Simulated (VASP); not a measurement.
Runs of VASP 6.6.1 on Si. The structure is that of space group Pm-3m (No. 221), or close to it. The cells are those of the table. 

```tsv
task	cell	cutoff (eV)	gap on the mesh (eV)	pressure (GPa)
single point	a = 2.534 Å, 1 atom	520	none	0.0
relaxation of cell and atoms	relaxed from a = 2.570 Å, 1 atom	600	none	0.0
single point	a = 2.517 Å, 1 atom	520	none	(a)
single point	a = 2.551 Å, 1 atom	520	none	-1.9
```

Alike in all rows: level PBE; potentials or basis VASP PAW PBE potentials, release 64 (Si); no spin polarisation; k mesh 10 × 10 × 10; smearing fermi-dirac 0.05 eV.

Problem. Estimate the missing entries.

Solution. (a) 2.2.

A gap of «none» marks levels without a gap at the run's occupations.
